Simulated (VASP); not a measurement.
# Be4Si (P4/nmm) in VASP: single point with r2SCAN

Aim: the single point of Be4Si with r2SCAN.

All numbers are computed with VASP 6.6.1; they aren't measurements. Logs are shortened: lines on timing, memory, paths and dates and some standing lists are left out, and cuts for length are marked.

## 1. The cell of the first run

The structure is tetragonal, space group P4/nmm (No. 129). The conventional cell has a = 3.652 Å, b = 3.652 Å, c = 7.643 Å, α = 90.00°, β = 90.00°, γ = 90.00°. Be (site symmetry -4m2) has 4 Si at 2.24 Å and 6 Be at 2.32 to 2.58 Å within 3.0 Å. Be (site symmetry 4mm) has 12 Be at 2.27 to 2.60 Å and 1 Si at 2.38 Å within 3.0 Å. Be (site symmetry 2mm) has 2 Si at 2.10 Å and 9 Be at 2.27 to 2.58 Å within 2.8 Å. Within 2.8 Å of Si (site symmetry 4mm) lie 9 Be at 2.10 to 2.38 Å.

## 2. Single point, r2SCAN

File POSCAR:

```
Be4Si
1.0
    3.6522710000      0.0000000000      0.0000000000
    0.0000000000      3.6522710000      0.0000000000
    0.0000000000      0.0000000000      7.6427750000
Be Si
8 2
Direct
    0.0000000000      0.0000000000      0.0000000000
    0.5000000000      0.5000000000      0.0000000000
    0.0000000000      0.5000000000      0.4810000000
    0.5000000000      0.0000000000      0.5190000000
    0.0000000000      0.0000000000      0.3040000000
    0.5000000000      0.5000000000      0.3040000000
    0.5000000000      0.5000000000      0.6960000000
    0.0000000000      0.0000000000      0.6960000000
    0.0000000000      0.5000000000      0.1690000000
    0.5000000000      0.0000000000      0.8310000000
```

File INCAR.step1:

```
ALGO = Normal
EDIFF = 1E-4
ENCUT = 520
GGA = PE
ISMEAR = 1
LASPH = True
LCHARG = False
LREAL = False
LWAVE = True
NBANDS = 23
NELM = 60
PREC = Accurate
SIGMA = 0.0204
```

File INCAR.step2:

```
ALGO = Normal
EDIFF = 1E-7
ENCUT = 520
ISIF = 2
ISMEAR = 1
ISTART = 1
LASPH = True
LCHARG = False
LMIXTAU = True
LREAL = False
LWAVE = False
METAGGA = R2SCAN
NBANDS = 23
NELM = 60
PREC = Accurate
SIGMA = 0.0204
```

File KPOINTS:

```
k-points
0
Gamma
  7 7 4
```

Potentials or basis: VASP PAW PBE potentials, release 64 (Be, Si).

Command:

```
$ cat potpaw_PBE.64/Be/POTCAR potpaw_PBE.64/Si/POTCAR > POTCAR
$ cp INCAR.step1 INCAR
$ mpirun -np 1 vasp_std > vasp.out
$ cp INCAR.step2 INCAR
$ mpirun -np 1 vasp_std > vasp.out
```

OUTCAR:

```text
EDIFF = 1E-7
   ENCUT = 520
   ISIF = 2
   ISMEAR = 1
   ISTART = 1
   LASPH = True
   LREAL = False
   METAGGA = R2SCAN
   NELM = 60
   PREC = Accurate

 ion  position               nearest neighbor table
   1  0.000  0.000  0.000-   9 2.24  10 2.24   9 2.24  10 2.24   5 2.32   8 2.32
   2  0.500  0.500  0.000-   9 2.24  10 2.24  10 2.24   9 2.24   6 2.32   7 2.32
   3  0.000  0.500  0.481-   5 2.27   6 2.27   5 2.27   6 2.27   9 2.38
   4  0.500  0.000  0.519-   7 2.27   8 2.27   7 2.27   8 2.27  10 2.38
   5  0.000  0.000  0.304-   9 2.10   9 2.10   3 2.27   3 2.27   1 2.32
   6  0.500  0.500  0.304-   9 2.10   9 2.10   3 2.27   3 2.27   2 2.32
   7  0.500  0.500  0.696-  10 2.10  10 2.10   4 2.27   4 2.27   2 2.32
   8  0.000  0.000  0.696-  10 2.10  10 2.10   4 2.27   4 2.27   1 2.32
   9  0.000  0.500  0.169-   5 2.10   6 2.10   5 2.10   6 2.10   1 2.24   1 2.24   2 2.24   2 2.24
                             3 2.38
  10  0.500  0.000  0.831-   7 2.10   8 2.10   7 2.10   8 2.10   2 2.24   1 2.24   1 2.24   2 2.24
                             4 2.38

  LATTYP: Found a simple tetragonal cell.
 ALAT       =     3.6522710000
 C/A-ratio  =     2.0926089548

  Lattice vectors:

 A1 = (   3.6522710000,   0.0000000000,   0.0000000000)
 A2 = (   0.0000000000,   3.6522710000,   0.0000000000)
 A3 = (   0.0000000000,   0.0000000000,   7.6427750000)

Analysis of symmetry for initial positions (statically):
=====================================================================
 Subroutine PRICEL returns:
 Original cell was already a primitive cell.

 Routine SETGRP: Setting up the symmetry group for a
 simple tetragonal supercell.

 Subroutine GETGRP returns: Found 16 space group operations
 (whereof  8 operations were pure point group operations)
 out of a pool of 16 trial point group operations.

The static configuration has the point symmetry D_2d.
 The point group associated with its full space group is D_4h.

Analysis of symmetry for dynamics (positions and initial velocities):
=====================================================================
 Subroutine PRICEL returns:
 Original cell was already a primitive cell.

 Routine SETGRP: Setting up the symmetry group for a
[... 122 lines left out ...]
   NELM   =     60;   NELMIN=  2; NELMDL=  0     # of ELM steps
   EDIFF  = 0.1E-06   stopping-criterion for ELM
   LREAL  =      F    real-space projection
   EDIFFG = 0.1E-05   stopping-criterion for IOM
   NSW    =      0    number of steps for IOM
   IBRION =     -1    ionic relax: 0-MD 1-quasi-New 2-CG
   NFREE  =      0    steps in history (QN), initial steepest desc. (CG)
   ISIF   =      2    stress and relaxation
   ISYM   =      2    0-nonsym 1-usesym 2-fastsym
   POTIM  = 0.5000    time-step for ionic-motion
   TEBEG  =    0.0;   TEEND  =   0.0 temperature during run
   PSTRESS=    0.0 pullay stress
   NELECT =      24.0000    total number of electrons
   NUPDOWN=      -1.0000    fix difference up-down
   EMIN   =  10.00;   EMAX   =-10.00  energy-range for DOS
   EFERMI =   0.00;   METHOD = LEGACY
   ISMEAR =     1;   SIGMA  =   0.02  broadening in eV -4-tet -1-fermi 0-gaus
   EFERMI_NEDOS =   21; number of points for ismear=-14 and -15
   IALGO  =     38    algorithm
   IMIX   =      4    mixing-type and parameters
     AMIX     =   0.40;   BMIX     =  1.00
     AMIX_MAG =   1.60;   BMIX_MAG =  1.00
  volume/ion in A,a.u.               =      10.19        68.80
  Fermi-wavevector in a.u.,A,eV,Ry     =   1.010849  1.910227 13.902643  1.021815
  Thomas-Fermi vector in A             =   2.143863
   LORBIT       =      0    0 simple, 1 ext, 2 COOP (PROOUT), +10 PAW based schemes
   METAGGA = R2SCAN    functional components
   LHFCALC =     F    Hartree Fock is set to
   AEXX    =    0.0000 exact exchange contribution
   IVDW    =     0    specifies the selected vdW correction
   LEPSILON=     F    determine dielectric tensor
   LRPA    =     F    only Hartree local field effects (RPA)
 non-spin polarized calculation
 Methfessel and Paxton  Order N= 1 SIGMA  =   0.02
  energy-cutoff  :      520.00
  volume of cell :      101.95
 maximum number of plane-waves:      2766
 NGX is ok and might be reduce to    28
   NGX = 13   NGY = 13   NGZ = 29

 number of electron      23.9999999 magnetization

 Free energy of the ion-electron system (eV)
  ---------------------------------------------------
  ext. energy  EPLUGINS =         0.00000000
  ---------------------------------------------------
  free energy    TOTEN  =       -47.85359636 eV

  energy without entropy =      -47.85314511  energy(sigma->0) =      -47.85344595

 E-fermi :   7.4740     XC(G=0): -10.8694

 val. band max:        7.4725787984   @ k =   0.1429   0.1429   0.5000
 cond. band min:       7.5170174286   @ k =   0.0000   0.0000   0.0000
 fundamental gap:      0.0444386301
 Fermi energy:         7.4739526430

 k-point     1 :       0.0000    0.0000    0.0000
  band No.  band energies     occupation
      1      -6.1357      2.00000
      2      -4.5646      2.00000
      3      -2.5882      2.00000
      4       2.3568      2.00000
      5       2.4319      2.00000
      6       2.4319      2.00000
[... 613 lines left out ...]
     22      12.8584      0.00000
     23      13.0443      0.00000

 [... further k-points ...]
[... 5 lines left out ...]
  --------------------------------------------------------------------------------------
  -------------------------------------------------------------------------------------
  Total        5.0127355      5.0127355      3.0280641      0.0000000      0.0000000     -0.0000000
  in kB       78.7786093     78.7786093     47.5881232      0.0000000      0.0000000     -0.0000000
  external PRESSURE =      68.3817806 kB  Pullay stress =       0.0000000 kB

 VOLUME and BASIS-vectors are now :
 -----------------------------------------------------------------------------
  energy-cutoff  :      520.00
  volume of cell :      101.95
      direct lattice vectors                 reciprocal lattice vectors
     3.652271000  0.000000000  0.000000000     0.273802245  0.000000000  0.000000000
     0.000000000  3.652271000  0.000000000     0.000000000  0.273802245  0.000000000
     0.000000000  0.000000000  7.642775000     0.000000000  0.000000000  0.130842528

 POSITION                                       TOTAL-FORCE (eV/Angst)
 -----------------------------------------------------------------------------------
      0.00000      0.00000      0.00000         0.000000      0.000000      0.000000
      1.82614      1.82614      0.00000        -0.000000      0.000000      0.000000
      0.00000      1.82614      3.67617         0.000000     -0.000000      0.690099
      1.82614      0.00000      3.96660         0.000000      0.000000     -0.690099
      0.00000      0.00000      2.32340         0.000000      0.000000      1.889691
      1.82614      1.82614      2.32340         0.000000     -0.000000      1.889691
      1.82614      1.82614      5.31937         0.000000     -0.000000     -1.889691
      0.00000      0.00000      5.31937         0.000000      0.000000     -1.889691
      0.00000      1.82614      1.29163         0.000000      0.000000     -1.876555
      1.82614      0.00000      6.35115        -0.000000      0.000000      1.876555
 -----------------------------------------------------------------------------------
    total drift:                               -0.000000     -0.000000      0.000000

  FREE ENERGIE OF THE ION-ELECTRON SYSTEM (eV)
  ---------------------------------------------------
  free  energy   TOTEN  =       -47.8535963631 eV

  energy  without entropy=      -47.8531451119  energy(sigma->0) =      -47.85344595
```

Wall time 2.3 min (1 thread of Intel Xeon Platinum 8559C (Emerald Rapids), shared host); peak memory 0.23 GiB.

What came out:

```
Free energy            : -47.8536 eV
Pressure               : 6.8 GPa
Largest force          : 1.890 eV/Å
Band gap on the k mesh : zero (band 12 reaches 8.06 eV, above the bottom of band 13 at 6.95 eV)
```

Forces on the atoms (eV/Å):
```
Be   0.000  0.000  0.000
Be   0.000  0.000  0.000
Be   0.000  0.000  0.690
Be   0.000  0.000 -0.690
Be   0.000  0.000  1.890
Be   0.000  0.000  1.890
Be   0.000  0.000 -1.890
Be   0.000  0.000 -1.890
Si   0.000  0.000 -1.877
Si   0.000  0.000  1.877
```

Caveat: the PAW data sets were made with another functional, which shifts forces and pressure a little.
